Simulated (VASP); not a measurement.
MgO, 4 atoms in the cell. Symmetry: P6_3mc, No. 186, hexagonal system. Conventional cell: a = 3.158 Å, b = 3.158 Å, c = 5.056 Å, α = 90.00°, β = 90.00°, γ = 120.00°. Within 2.5 Å of Mg (site symmetry 3m) lie 4 O at 1.88 to 2.08 Å. O (site symmetry 3m) has 4 Mg at 1.88 to 2.08 Å within 2.5 Å.  This cell differs from its parent crystal: strained.

| Item | Value |
| --- | --- |
| Program | VASP 6.6.1 |
| Task | single point |
| Functional | PBEsol |
| Potentials or basis | VASP PAW PBE potentials, release 64 (Mg, O) |
| Cutoff | 520 eV |
| k mesh | 9 × 9 × 6 |
| Occupations | gaussian, width 0.02 eV |
| Spin | no spin polarisation |
| Dipole correction | no |
| Further INCAR settings | ALGO = Normal; EDIFF = 1e-06; NBANDS = 16 |

Potentials or basis: VASP PAW PBE potentials, release 64 (Mg, O).

Run with:

```bash
$ cat potpaw_PBE.64/Mg/POTCAR potpaw_PBE.64/O/POTCAR > POTCAR
$ mpirun -np 1 vasp_std > vasp.out
```

Hardware: 1 thread of Intel(R) Xeon(R) 6975P-C (Granite Rapids), with other jobs on the host.

Problem. Estimate the wall time of this run.

Solution. Run time: 11 s on 1 thread of Intel(R) Xeon(R) 6975P-C (Granite Rapids) (shared host), peak memory 0.17 GiB. Counts: scf iterations 13, k points 48.
